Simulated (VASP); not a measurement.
# FeO (Fm-3m) in VASP: notebook

Runs on FeO. Level: PBE+U. Tasks: single point.

Program: VASP 6.6.1. These are calculated values, not measurements. Logs are shortened: lines on timing, memory, paths and dates and some standing lists are left out, and cuts for length are marked.

**Measured values to compare with.**

From “W\"ustite: Electric, thermodynamic and optical properties of FeO”, 2012, arxiv:1203.1201, for a bulk crystal of FeO: band gap 2.4 eV (optical).

The runs below are set against these values where they give the same quantity.

**1. The cell of the first run**

It takes space group Fm-3m (No. 225, cubic). The conventional cell has a = 4.311 Å, b = 4.311 Å, c = 4.311 Å, α = 90.00°, β = 90.00°, γ = 90.00°. Fe (site symmetry m-3m) has 6 O at 2.16 Å within 2.9 Å. Within 2.9 Å of O (site symmetry m-3m) lie 6 Fe at 2.16 Å.

**2. Single point, PBE+U, collinear spin, ferromagnetic start**

Input file INCAR:

```
PREC = Accurate
ENCUT = 520
EDIFF = 1E-7
ISMEAR = 0
SIGMA = 0.05
LREAL = False
LASPH = True
NELM = 150
ALGO = Normal
ISIF = 2
LWAVE = False
LCHARG = False
ISPIN = 2
MAGMOM = 4 0
LORBIT = 11
LMAXMIX = 4
LDAU = True
LDAUTYPE = 2
LDAUL = 2 -1
LDAUU = 4 0
LDAUJ = 0 0
LDAUPRINT = 1
GGA = PE
NBANDS = 18
```

Input file KPOINTS:

```
regular mesh
0
Gamma
  10 10 10
```

Input file POSCAR:

```
FeO
1.0
    0.0000000000      2.1554000000      2.1554000000
    2.1554000000      0.0000000000      2.1554000000
    2.1554000000      2.1554000000      0.0000000000
Fe O
1 1
Direct
    0.0000000000      0.0000000000      0.0000000000
    0.5000000000      0.5000000000      0.5000000000
```

Potentials or basis: VASP PAW PBE potentials, release 64 (Fe, O).

Started as:

```console
cat potpaw_PBE.64/Fe/POTCAR potpaw_PBE.64/O/POTCAR > POTCAR
mpirun -np 1 vasp_std > vasp.out
```

OUTCAR:

```text
PREC = Accurate
   ENCUT = 520
   EDIFF = 1E-7
   ISMEAR = 0
   LREAL = False
   LASPH = True
   NELM = 150
   ISIF = 2
   ISPIN = 2
   LORBIT = 11
   GGA = PE

 ion  position               nearest neighbor table
   1  0.000  0.000  0.000-   2 2.16   2 2.16   2 2.16   2 2.16   2 2.16   2 2.16
   2  0.500  0.500  0.500-   1 2.16   1 2.16   1 2.16   1 2.16   1 2.16   1 2.16

  LATTYP: Found a face centered cubic cell.
 ALAT       =     4.3108000000

  Lattice vectors:

 A1 = (   0.0000000000,   2.1554000000,   2.1554000000)
 A2 = (   2.1554000000,   0.0000000000,   2.1554000000)
 A3 = (   2.1554000000,   2.1554000000,   0.0000000000)

Analysis of symmetry for initial positions (statically):
=====================================================================
 Subroutine PRICEL returns:
 Original cell was already a primitive cell.

 Routine SETGRP: Setting up the symmetry group for a
 face centered cubic supercell.

 Subroutine GETGRP returns: Found 48 space group operations
 (whereof 48 operations were pure point group operations)
 out of a pool of 48 trial point group operations.

The static configuration has the point symmetry O_h .

Analysis of symmetry for dynamics (positions and initial velocities):
=====================================================================
 Subroutine PRICEL returns:
 Original cell was already a primitive cell.

 Routine SETGRP: Setting up the symmetry group for a
 face centered cubic supercell.

 Subroutine GETGRP returns: Found 48 space group operations
 (whereof 48 operations were pure point group operations)
 out of a pool of 48 trial point group operations.

The dynamic configuration has the point symmetry O_h .

Analysis of structural, dynamic, and magnetic symmetry:
=====================================================================
 Subroutine PRICEL returns:
 Original cell was already a primitive cell.

[... 172 lines left out ...]
  o =  0.1109  v =  0.0000  0.0000  0.0000  0.0000  0.0000  0.0000  0.0000 -0.9998 -0.0000  0.0223      0.0000  0.0000  0.0000  0.0000  0.0000  0.0000  0.0000  0.0000  0.0000  0.0000
  o =  0.3141  v =  0.0000  0.0000  0.0000  0.0000  0.0000  0.0000  0.9987  0.0000 -0.0513 -0.0000      0.0000  0.0000  0.0000  0.0000  0.0000  0.0000  0.0000  0.0000  0.0000  0.0000
  o =  0.3141  v =  0.0000  0.0000  0.0000  0.0000  0.0000  0.0000  0.0513 -0.0000  0.9987 -0.0000      0.0000  0.0000  0.0000  0.0000  0.0000  0.0000  0.0000  0.0000  0.0000  0.0000
  o =  0.3141  v =  0.0000  0.0000  0.0000  0.0000  0.0000  1.0000  0.0000  0.0000  0.0000  0.0000      0.0000  0.0000  0.0000  0.0000  0.0000  0.0000  0.0000  0.0000  0.0000  0.0000
  o =  0.9677  v =  0.0000  0.0469 -0.0000 -0.9989 -0.0000  0.0000  0.0000  0.0000  0.0000  0.0000      0.0000  0.0000  0.0000  0.0000  0.0000  0.0000  0.0000  0.0000  0.0000  0.0000
  o =  0.9677  v =  0.0000  0.9989 -0.0000  0.0469  0.0000  0.0000  0.0000  0.0000  0.0000  0.0000      0.0000  0.0000  0.0000  0.0000  0.0000  0.0000  0.0000  0.0000  0.0000  0.0000
  o =  0.9677  v =  1.0000  0.0000  0.0000  0.0000  0.0000  0.0000  0.0000  0.0000  0.0000  0.0000      0.0000  0.0000  0.0000  0.0000  0.0000  0.0000  0.0000  0.0000  0.0000  0.0000
  o =  1.0151  v =  0.0000  0.0000  0.9999 -0.0000  0.0128  0.0000  0.0000  0.0000  0.0000  0.0000      0.0000  0.0000  0.0000  0.0000  0.0000  0.0000  0.0000  0.0000  0.0000  0.0000
  o =  1.0151  v =  0.0000  0.0000  0.0128  0.0000 -0.9999  0.0000  0.0000  0.0000  0.0000  0.0000      0.0000  0.0000  0.0000  0.0000  0.0000  0.0000  0.0000  0.0000  0.0000  0.0000

 number of electron      13.9999999 magnetization       4.0020203

 Free energy of the ion-electron system (eV)
  ---------------------------------------------------
  ext. energy  EPLUGINS =         0.00000000
  ---------------------------------------------------
  free energy    TOTEN  =       -12.95926538 eV

  energy without entropy =      -12.95746768  energy(sigma->0) =      -12.95836653

 E-fermi :   6.7170     XC(G=0): -12.1519

 val. band max:        6.7048998065   @ k =  -0.3000   0.1000   0.0000
 cond. band min:       6.7192930164   @ k =  -0.3000   0.1000   0.0000
 fundamental gap:      0.0143932100
 Fermi energy:         6.7169565448

 spin component 1

 k-point     1 :       0.0000    0.0000    0.0000
  band No.  band energies     occupation
      1     -14.3081      1.00000
      2       0.2361      1.00000
      3       0.2361      1.00000
      4       0.3122      1.00000
      5       0.3122      1.00000
      6       0.3122      1.00000
[... 1001 lines left out ...]
     17      35.2662      0.00000
     18      36.3933      0.00000

 [... further k-points ...]

------------------------ aborting loop because EDIFF is reached ----------------------------------------

  FORCE on cell =-STRESS in cart. coord.  units (eV):
  Direction    XX          YY          ZZ          XY          YZ          ZX
  --------------------------------------------------------------------------------------
  -------------------------------------------------------------------------------------
  Total       -0.0562229     -0.0562229     -0.0562229      0.0000000     -0.0000000     -0.0000000
  in kB       -4.4979015     -4.4979015     -4.4979015      0.0000000     -0.0000000     -0.0000000
  external PRESSURE =      -4.4979015 kB  Pullay stress =       0.0000000 kB

 VOLUME and BASIS-vectors are now :
 -----------------------------------------------------------------------------
  energy-cutoff  :      520.00
  volume of cell :       20.03
      direct lattice vectors                 reciprocal lattice vectors
     0.000000000  2.155400000  2.155400000    -0.231975503  0.231975503  0.231975503
     2.155400000  0.000000000  2.155400000     0.231975503 -0.231975503  0.231975503
     2.155400000  2.155400000  0.000000000     0.231975503  0.231975503 -0.231975503

 POSITION                                       TOTAL-FORCE (eV/Angst)
 -----------------------------------------------------------------------------------
      0.00000      0.00000      0.00000         0.000000      0.000000      0.000000
      2.15540      2.15540      2.15540        -0.000000     -0.000000     -0.000000
 -----------------------------------------------------------------------------------
    total drift:                                0.000000     -0.000000      0.000000

  FREE ENERGIE OF THE ION-ELECTRON SYSTEM (eV)
  ---------------------------------------------------
  free  energy   TOTEN  =       -12.9592653809 eV

  energy  without entropy=      -12.9574676818  energy(sigma->0) =      -12.95836653

 total charge

# of ion       s       p       d       tot
------------------------------------------
    1        0.293   0.366   6.075   6.734
    2        1.553   3.460   0.000   5.012
--------------------------------------------------
tot          1.846   3.826   6.075  11.747

 magnetization (x)

# of ion       s       p       d       tot
------------------------------------------
    1        0.026   0.020   3.765   3.811
    2        0.022   0.186   0.000   0.208
--------------------------------------------------
tot          0.048   0.206   3.765   4.019
```

It took 33 s on 1 thread of Intel Xeon 8259CL, shared host; peak memory 0.17 GiB.

Results:

```
Free energy                                           : -12.9593 eV
Pressure                                              : -0.4 GPa
Band gap on the k mesh                                : zero (filled and empty bands overlap)
Net moment                                            : 4.00 μB per cell
Site moments                                          : Fe +3.81; O +0.21 μB
Valence electrons inside the program's atomic spheres : Fe 6.73; O 5.01
```

Levels at points of the mesh, in eV from the Fermi level:
Spin up:
| k point | band 7 | band 8 | band 9 | band 10 | band 11 | band 12 |
| --- | --- | --- | --- | --- | --- | --- |
| (0.00, 0.00, 0.00) | -4.07 | -4.07 | -4.07 | -0.34 | 15.06 | 15.20 |
| (0.50, 0.00, 0.00) | -4.63 | -1.83 | -1.83 | 3.64 | 7.98 | 12.02 |
| (0.50, 0.50, 0.00) | -5.44 | -5.26 | -5.26 | 4.70 | 8.40 | 9.17 |
Spin down:
```tsv
k point	band 1	band 2	band 3	band 4	band 5	band 6	band 7	band 8	band 9	band 10
(0.00, 0.00, 0.00)	-20.64	-3.68	-3.68	-3.68	-0.73	-0.73	-0.73	0.36	1.03	1.04
(0.50, 0.00, 0.00)	-19.45	-8.41	-5.24	-5.24	0.43	0.43	0.55	3.36	3.36	4.02
(0.50, 0.50, 0.00)	-19.36	-7.36	-4.87	-4.87	-2.17	0.76	0.76	1.60	1.92	6.16
```

Eigenvalues of the final occupation matrices:
| site | spin | trace | eigenvalues |
| --- | --- | --- | --- |
| site 1 d | 1 | 4.93 | 0.97 0.97 0.97 1.02 1.02 |
| site 1 d | 2 | 1.16 | 0.11 0.11 0.31 0.31 0.31 |

Caveat: a cell with one magnetic atom can't hold antiferromagnetic order, which such compounds often take. The state reached can hang on the start; a lower one may exist.

**3. Single point, PBE+U, collinear spin, ferromagnetic start (10.80 Å³/atom)**

This run uses another cell than the first one, of 10.80 Å³/atom.

Input file INCAR:

```
SYSTEM = FeO
ALGO = Normal ; EDIFF = 1E-6
ENCUT = 520 ; GGA = PE
ISIF = 2 ; ISMEAR = 0
ISPIN = 2 ; LASPH = .True.
LCHARG = .False. ; LDAU = .True.
LDAUJ = 0 0 ; LDAUL = 2 -1
LDAUPRINT = 1 ; LDAUTYPE = 2
LDAUU = 4 0 ; LMAXMIX = 4
LORBIT = 11 ; LREAL = .False.
LWAVE = .False. ; MAGMOM = 3.87 0.21
NBANDS = 18 ; NELM = 150
PREC = Accurate ; SIGMA = 0.05
```

Input file KPOINTS:

```
k-points
0
Gamma
  10 10 10
  0 0 0
```

Input file POSCAR:

```
FeO
1.0
    0.0000000000      2.2104477792      2.2104477792
    2.2104477792      0.0000000000      2.2104477792
    2.2104477792      2.2104477792      0.0000000000
Fe O
1 1
Direct
    0.0000000000      0.0000000000      0.0000000000
    0.5000000000      0.5000000000      0.5000000000
```

Potentials or basis: VASP PAW PBE potentials, release 64 (Fe, O).

Started as:

```console
cat potpaw_PBE.64/Fe/POTCAR potpaw_PBE.64/O/POTCAR > POTCAR
mpirun -np 1 vasp_std > vasp.out
```

OUTCAR:

```text
SYSTEM = FeO
   EDIFF = 1E-6
   ENCUT = 520
   GGA = PE
   ISIF = 2
   ISMEAR = 0
   ISPIN = 2
   LASPH = .True.
   LORBIT = 11
   LREAL = .False.
   NELM = 150
   PREC = Accurate

 ion  position               nearest neighbor table
   1  0.000  0.000  0.000-   2 2.21   2 2.21   2 2.21   2 2.21   2 2.21   2 2.21
   2  0.500  0.500  0.500-   1 2.21   1 2.21   1 2.21   1 2.21   1 2.21   1 2.21

  LATTYP: Found a face centered cubic cell.
 ALAT       =     4.4208955584

  Lattice vectors:

 A1 = (   0.0000000000,   2.2104477792,   2.2104477792)
 A2 = (   2.2104477792,   0.0000000000,   2.2104477792)
 A3 = (   2.2104477792,   2.2104477792,   0.0000000000)
[... 1258 lines left out ...]

 VOLUME and BASIS-vectors are now :
 -----------------------------------------------------------------------------
  energy-cutoff  :      520.00
  volume of cell :       21.60
      direct lattice vectors                 reciprocal lattice vectors
     0.000000000  2.210447779  2.210447779    -0.226198513  0.226198513  0.226198513
     2.210447779  0.000000000  2.210447779     0.226198513 -0.226198513  0.226198513
     2.210447779  2.210447779  0.000000000     0.226198513  0.226198513 -0.226198513

 POSITION                                       TOTAL-FORCE (eV/Angst)
 -----------------------------------------------------------------------------------
      0.00000      0.00000      0.00000         0.000000      0.000000      0.000000
      2.21045      2.21045      2.21045        -0.000000     -0.000000      0.000000
 -----------------------------------------------------------------------------------
    total drift:                                0.000000     -0.000000      0.000000

  FREE ENERGIE OF THE ION-ELECTRON SYSTEM (eV)
  ---------------------------------------------------
  free  energy   TOTEN  =       -12.8961397957 eV

  energy  without entropy=      -12.8940819037  energy(sigma->0) =      -12.89511085

 total charge

# of ion       s       p       d       tot
------------------------------------------
    1        0.276   0.319   6.019   6.614
    2        1.554   3.419   0.000   4.973
--------------------------------------------------
tot          1.830   3.739   6.019  11.588

 magnetization (x)

# of ion       s       p       d       tot
------------------------------------------
    1        0.027   0.019   3.774   3.820
    2        0.020   0.174   0.000   0.195
--------------------------------------------------
tot          0.048   0.193   3.774   4.015
```

stdout:

```text
POSCAR found type information on POSCAR FeO
 POSCAR found :  2 types and       2 ions
 scaLAPACK will be used
 LDA part: xc-table for (Slater+PW92), standard interpolation
 POSCAR, INCAR and KPOINTS ok, starting setup
 FFT: planning ... GRIDC
 FFT: planning ... GRID_SOFT
 FFT: planning ... GRID
 WAVECAR not read
 entering main loop
```

It took 36 s on 1 thread of Intel Xeon 8259CL, shared host; peak memory 0.16 GiB.

What came out:

| Quantity | Value |
| --- | --- |
| Free energy | -12.8961 eV |
| Pressure | -11.9 GPa |
| Band gap on the k mesh | zero (filled and empty bands overlap) |
| Net moment | 4.01 μB per cell |
| Site moments | Fe +3.82; O +0.20 μB |
| Valence electrons inside the program's atomic spheres | Fe 6.61; O 4.97 |

Eigenvalues of the final occupation matrices:
```csv
site,spin,trace,eigenvalues
site 1 d,1,4.91,0.97 0.97 0.97 1.01 1.01
site 1 d,2,1.13,0.10 0.10 0.31 0.31 0.31
```

Caveat: the cell stands under tension; a cell with one magnetic atom can't hold antiferromagnetic order, which such compounds often take. The state reached can hang on the start; a lower one may exist.

**4. Single point, PBE+U, collinear spin, ferromagnetic start (10.69 Å³/atom)**

This run uses another cell than the first one, of 10.69 Å³/atom.

Input file INCAR:

```
PREC = Accurate ; ENCUT = 520
EDIFF = 1E-6 ; ISMEAR = 0
SIGMA = 0.05 ; LREAL = False
LASPH = True ; NELM = 150
ALGO = Normal ; ISIF = 2
LWAVE = False ; LCHARG = False
ISPIN = 2 ; MAGMOM = 3.87 0.21
LORBIT = 11 ; LMAXMIX = 4
LDAU = True ; LDAUTYPE = 2
LDAUL = 2 -1 ; LDAUU = 4 0
LDAUJ = 0 0 ; LDAUPRINT = 1
GGA = PE ; NBANDS = 18
```

Input file KPOINTS:

```
Automatic mesh
0
Gamma
  10 10 10
```

Input file POSCAR:

```
FeO
1.0
    0.0000000000      2.2025485815      2.2025485815
    2.2025485815      0.0000000000      2.2025485815
    2.2025485815      2.2025485815      0.0000000000
Fe O
1 1
Direct
    0.0000000000      0.0000000000      0.0000000000
    0.5000000000      0.5000000000      0.5000000000
```

Started as:

```console
cat potpaw_PBE.64/Fe/POTCAR potpaw_PBE.64/O/POTCAR > POTCAR
mpirun -np 1 vasp_std > vasp.out
```

It took 30 s on 1 thread of Intel Xeon 8259CL, shared host; peak memory 0.16 GiB.

The run converged. Its results:

```yaml
Free_energy: -12.9120 eV
Pressure: -10.6 GPa
Band_gap_on_the_k_mesh: zero (filled and empty bands overlap)
Net_moment: 4.00 μB per cell
Site_moments: Fe +3.82; O +0.20 μB
Valence_electrons_inside_the_program's_atomic_spheres: Fe 6.63; O 4.98
```

Levels at points of the mesh, in eV from the Fermi level:
Spin up:
| k point | band 6 | band 7 | band 8 | band 9 | band 10 | band 11 | band 12 | band 13 |
| --- | --- | --- | --- | --- | --- | --- | --- | --- |
| (0.00, 0.00, 0.00) | -6.35 | -3.83 | -3.83 | -3.83 | -0.67 | 14.80 | 14.80 | 14.80 |
| (0.50, 0.00, 0.00) | -5.75 | -4.68 | -1.94 | -1.94 | 3.48 | 7.40 | 11.56 | 11.56 |
| (0.50, 0.50, 0.00) | -5.52 | -5.52 | -4.95 | -4.95 | 4.24 | 7.99 | 8.95 | 13.51 |
Spin down:
| k point | band 3 | band 4 | band 5 | band 6 | band 7 | band 8 |
| --- | --- | --- | --- | --- | --- | --- |
| (0.00, 0.00, 0.00) | -3.47 | -3.47 | -0.65 | -0.65 | -0.65 | 0.02 |
| (0.50, 0.00, 0.00) | -4.87 | -4.87 | 0.38 | 0.38 | 0.49 | 3.16 |
| (0.50, 0.50, 0.00) | -4.58 | -4.58 | -1.93 | 0.68 | 0.68 | 1.60 |

Eigenvalues of the final occupation matrices:
| site | spin | trace | eigenvalues |
| --- | --- | --- | --- |
| site 1 d | 1 | 4.91 | 0.97 0.97 0.97 1.01 1.01 |
| site 1 d | 2 | 1.14 | 0.10 0.10 0.31 0.31 0.31 |

Caveat: the cell stands under tension; a cell with one magnetic atom can't hold antiferromagnetic order, which such compounds often take. The state reached can hang on the start; a lower one may exist.

**5. Summary**

| cell | gap on the mesh (eV) | pressure (GPa) | moment (μB) |
| --- | --- | --- | --- |
| a = 3.048 Å, angles 60.0°, 2 atoms | none | -0.4 | 4.00 |
| a = 3.126 Å, angles 60.0°, 2 atoms | none | -11.9 | 4.01 |
| a = 3.115 Å, angles 60.0°, 2 atoms | none | -10.6 | 4.00 |

Alike in all rows: task single point; level PBE+U; potentials or basis VASP PAW PBE potentials, release 64 (Fe, O); spin collinear, ferromagnetic start; Fe d U = 4.0 eV; k mesh 10 × 10 × 10; cutoff (eV) 520; smearing gaussian 0.05 eV.

Caveats: a cell with one magnetic atom can't hold antiferromagnetic order, which such compounds often take; the cell stands under tension (at least some runs).

Total energies depend on the potentials used, so only differences within one code and one set of settings carry meaning.

**6. How close it comes**

Step 2. A measured gap of FeO is 2.4 eV (optical; quoted in “W\"ustite: Electric, thermodynamic and optical properties of FeO”, 2012, arxiv:1203.1201); the calculated 0.00 eV misses it by -2.40 eV. So large a miss can be the level of theory's own, or it may mean another phase, state or a wrong row. The value is that of PBE+U on a finite k mesh, which can miss the band edges, without temperature or zero-point motion. The run's magnetic order (collinear spin, ferromagnetic start) needn't be the measured crystal's.
